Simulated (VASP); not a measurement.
# CO in VASP: a series of runs, part 2 of 2

VASP 6.6.1. Earlier steps stand in the parts before.

### Step 4. Single point, PBE+D3(BJ)

The input, INCAR:

```
PREC     = Accurate       # precision mode
ENCUT    = 1000           # plane-wave cutoff, eV
EDIFF    = 1E-6           # SCF threshold, eV
ISMEAR   = -1             # smearing method
SIGMA    = 0.02           # smearing width, eV
LREAL    = F              # projectors in reciprocal space
LASPH    = T              # aspherical terms in the spheres
NELM     = 120            # most SCF steps
ALGO     = Normal         # electronic algorithm
ISIF     = 2              # what is computed and relaxed
LWAVE    = F              # write WAVECAR
LCHARG   = F              # write CHGCAR
GGA      = PE             # functional
IVDW     = 12             # dispersion correction
NBANDS   = 42             # bands
GGA_COMPAT= F
```

The input, KPOINTS:

```
regular mesh
0
Gamma
  1 1 1
```

The input, POSCAR:

```
CO
1.0
    7.0338500000      0.0000000000      0.0000000000
    0.0000000000      7.0338500000      0.0000000000
    0.0000000000      0.0000000000      7.0338500000
O C
6 6
Direct
    0.8898540629      0.6335363990      0.3276157439
   -0.1459797977      0.2293196471      0.0273107900
    0.2671936422      0.8167362113      0.9044833199
    0.4864334610      0.4914378328      0.3850664999
    0.3383637695      0.0575360578      0.3537038748
    0.7085308899      0.6836085501      0.9003746170
    0.9244155050      0.7901789205      0.3113373188
   -0.1327011523      0.0707436184      0.0372768825
    0.2348784805      0.7339081726      0.7704884238
    0.3560070232      0.5344868031      0.2938078008
    0.4259118406     -0.0326848028      0.4529098573
    0.6911861925      0.7112178963      0.7399645998
```

Potentials or basis: VASP PAW PBE potentials, release 64 (O_h, C_h).

The run is started by

```console
$ cat potpaw_PBE.64/O_h/POTCAR potpaw_PBE.64/C_h/POTCAR > POTCAR
$ mpirun -np 1 vasp_gam > vasp.out
```

OUTCAR:

```text
PREC = Accurate
   ENCUT = 1000
   EDIFF = 1E-6
   ISMEAR = -1
   LREAL = F
   LASPH = T
   NELM = 120
   ISIF = 2
   GGA = PE
   IVDW = 12
 IVDW          = 12

 ion  position               nearest neighbor table
   1  0.890  0.634  0.328-   7 1.13
   2  0.854  0.229  0.027-   8 1.12
   3  0.267  0.817  0.904-   9 1.13
   4  0.486  0.491  0.385-  10 1.16
   5  0.338  0.058  0.354-  11 1.13
   6  0.709  0.684  0.900-  12 1.15
   7  0.924  0.790  0.311-   1 1.13
   8  0.867  0.071  0.037-   2 1.12
   9  0.235  0.734  0.770-   3 1.13
  10  0.356  0.534  0.294-   4 1.16
  11  0.426  0.967  0.453-   5 1.13
  12  0.691  0.711  0.740-   6 1.15

  LATTYP: Found a simple cubic cell.
 ALAT       =     7.0338500000

  Lattice vectors:

 A1 = (   7.0338500000,   0.0000000000,   0.0000000000)
 A2 = (   0.0000000000,   7.0338500000,   0.0000000000)
[... 179 lines left out ...]
 k-point     1 :       0.0000    0.0000    0.0000
  band No.  band energies     occupation
      1     -26.4387      2.00000
      2     -26.3913      2.00000
      3     -26.3410      2.00000
      4     -25.9557      2.00000
      5     -25.9176      2.00000
      6     -25.8199      2.00000
[... 34 lines left out ...]
     41       1.7140      0.00000
     42       1.8192      0.00000

------------------------ aborting loop because EDIFF is reached ----------------------------------------

 Edisp (eV)   -0.57362

 E8    (eV) :    -0.1511

  FORCE on cell =-STRESS in cart. coord.  units (eV):
  Direction    XX          YY          ZZ          XY          YZ          ZX
  --------------------------------------------------------------------------------------
  -------------------------------------------------------------------------------------
  Total      -0.87831     3.38383    -1.09143     0.16471     0.13350    -0.86820
  in kB      -4.04370    15.57899    -5.02492     0.75832     0.61461    -3.99713
  external pressure =        2.17 kB  Pullay stress =        0.00 kB

 VOLUME and BASIS-vectors are now :
 -----------------------------------------------------------------------------
  energy-cutoff  :     1000.00
  volume of cell :      348.00
      direct lattice vectors                 reciprocal lattice vectors
     7.033850000  0.000000000  0.000000000     0.142169651  0.000000000  0.000000000
     0.000000000  7.033850000  0.000000000     0.000000000  0.142169651  0.000000000
     0.000000000  0.000000000  7.033850000     0.000000000  0.000000000  0.142169651

 POSITION                                       TOTAL-FORCE (eV/Angst)
 -----------------------------------------------------------------------------------
      6.25910      4.45620      2.30440        -0.063389     -0.173510     -0.152267
      6.00705      1.61300      0.19210        -0.123504      1.806684      0.011603
      1.87940      5.74480      6.36200         0.059531      0.289690      0.398568
      3.42150      3.45670      2.70850        -2.102165      0.621082     -1.472294
      2.38000      0.40470      2.48790        -0.588850      0.582652     -0.696049
      4.98370      4.80840      6.33310        -0.213500      0.169018     -1.641905
      6.50220      5.55800      2.18990         0.154404      0.025304      0.447427
      6.10045      0.49760      0.26220         0.076813     -1.533320     -0.288433
      1.65210      5.16220      5.41950        -0.207952     -0.265417     -0.341215
      2.50410      3.75950      2.06660         2.140914     -0.709056      1.450981
      2.99580      6.80395      3.18570         0.531021     -0.462288      0.587781
      4.86170      5.00260      5.20480         0.336678     -0.350841      1.695803
 -----------------------------------------------------------------------------------
    total drift:                                0.000253      0.001105     -0.000001

  FREE ENERGIE OF THE ION-ELECTRON SYSTEM (eV)
  ---------------------------------------------------
  free  energy   TOTEN  =       -89.9651844528 eV

  energy  without entropy=      -89.9651844528  energy(sigma->0) =      -89.96518445
```

stdout:

```text
POSCAR found type information on POSCAR O C
 POSCAR found :  2 types and      12 ions
 scaLAPACK will be used
 LDA part: xc-table for (Slater+PW92), standard interpolation
 POSCAR, INCAR and KPOINTS ok, starting setup
 FFT: planning ... GRIDC
 FFT: planning ... GRID_SOFT
 FFT: planning ... GRID
 WAVECAR not read
 entering main loop
```

Wall time 86 s (1 thread of Intel Xeon Platinum 8488C (Sapphire Rapids), shared host); peak memory 0.85 GiB.

Results:

* Free energy: -89.9652 eV
* Pressure: 0.2 GPa
* Largest force: 2.682 eV/Å
* Dispersion energy per atom: -0.048 eV

Forces on the atoms (eV/Å):
```
O   -0.063 -0.174 -0.152
O   -0.124  1.807  0.012
O    0.060  0.290  0.399
O   -2.102  0.621 -1.472
O   -0.589  0.583 -0.696
O   -0.213  0.169 -1.642
C    0.154  0.025  0.447
C    0.077 -1.533 -0.288
C   -0.208 -0.265 -0.341
C    2.141 -0.709  1.451
C    0.531 -0.462  0.588
C    0.337 -0.351  1.696
```

Stress tensor (GPa, compression positive):
```
-0.40  0.08 -0.40
 0.08  1.56  0.06
-0.40  0.06 -0.50
```

Levels at points of the mesh, in eV from the Fermi level:
```tsv
k point	band 26	band 27	band 28	band 29	band 30	band 31	band 32	band 33	band 34	band 35
(0.00, 0.00, 0.00)	-1.84	-1.43	-1.34	-1.12	-0.53	4.75	4.87	5.12	5.27	5.35
```

Caveat: the k points lie up to 0.89 Å⁻¹ apart, too coarse for converged energies, forces and pressures; the atoms stand as in a frame of molecular dynamics.

### Step 5. Single point, PBE+D3(BJ)

The input, INCAR:

```
SYSTEM = CO
  PREC = Accurate
  ENCUT = 1000
  EDIFF = 1E-6
  ISMEAR = -1
  SIGMA = 0.02
  LREAL = .FALSE.
  LASPH = .TRUE.
  NELM = 120
  ALGO = Normal
  ISIF = 2
  LWAVE = .FALSE.
  LCHARG = .FALSE.
  GGA = PE
  IVDW = 12
  NBANDS = 42
  GGA_COMPAT = .FALSE.
```

The input, KPOINTS:

```
regular mesh
0
G
  1 1 1
  0 0 0
```

The input, POSCAR:

```
CO
1.0
    7.0338500000      0.0000000000      0.0000000000
    0.0000000000      7.0338500000      0.0000000000
    0.0000000000      0.0000000000      7.0338500000
O C
6 6
Direct
    0.8808973748      0.5996858051      0.2993808512
   -0.1668360855      0.1882184010     -0.0641469466
    0.2568294746      0.8416016833      0.9255244283
    0.4302195810      0.4304470525      0.5300511100
    0.3651911826      0.0664643119      0.3915636529
    0.6907596835      0.6067232028      0.9161696653
    0.9736630721      0.6985363634      0.3872132616
   -0.1388997491      0.0625119956      0.0295002026
    0.2151453329      0.7020621708      0.8575957690
    0.3644803344      0.5019441700      0.4039892804
    0.4365887814      0.0101082622      0.5248334838
    0.7606787179      0.6127654130      0.7705026408
```

The run is started by

```console
$ cat potpaw_PBE.64/O_h/POTCAR potpaw_PBE.64/C_h/POTCAR > POTCAR
$ mpirun -np 1 vasp_gam > vasp.out
```

Run time: 80 s. Hardware: 1 thread of Intel Xeon Platinum 8488C (Sapphire Rapids), shared host; peak memory 0.88 GiB.

Results (log left out):

- Free energy: -90.1458 eV
- Pressure: 0.9 GPa
- Largest force: 1.917 eV/Å
- Dispersion energy per atom: -0.046 eV

Forces in eV/Å, atoms in the order of the input:
```
O   -0.018 -0.072 -0.015
O   -0.299  1.418 -1.087
O    0.142  0.511  0.267
O    0.795 -0.612  1.539
O   -0.009 -0.228 -0.035
O    0.055  0.038 -0.234
C    0.020  0.110 -0.011
C    0.285 -1.434  1.111
C   -0.147 -0.524 -0.181
C   -0.702  0.912 -1.533
C    0.009 -0.121 -0.094
C   -0.131  0.001  0.271
```

Stress tensor (GPa, compression positive):
```
 0.16 -0.26  0.43
-0.26  1.48 -0.62
 0.43 -0.62  0.96
```

Levels at points of the mesh, in eV from the Fermi level:
| k point | band 28 | band 29 | band 30 | band 31 | band 32 | band 33 |
| --- | --- | --- | --- | --- | --- | --- |
| (0.00, 0.00, 0.00) | -1.02 | -0.85 | -0.51 | 5.45 | 5.52 | 5.57 |

Caveat: the k points lie up to 0.89 Å⁻¹ apart, too coarse for converged energies, forces and pressures; the atoms stand as in a frame of molecular dynamics.

### Step 6. Overview

| cell | pressure (GPa) | largest force (eV/Å) |
| --- | --- | --- |
| as given, atomic positions A | 0.3 | 2.25 |
| as given, atomic positions B | -0.1 | 0.25 |
| as given, atomic positions C | 0.2 | 2.68 |
| as given, atomic positions D | 0.9 | 1.92 |

Alike in all rows: task single point; level PBE+D3(BJ); potentials or basis VASP PAW PBE potentials, release 64 (O_h, C_h); no spin polarisation; k mesh 1 × 1 × 1; cutoff (eV) 1000; smearing fermi-dirac 0.02 eV.

Caveats: all runs use coarse meshes; the atoms stand as in a frame of molecular dynamics (at least some runs).

Total energies depend on the potentials used, so only differences within one code and one set of settings carry meaning.
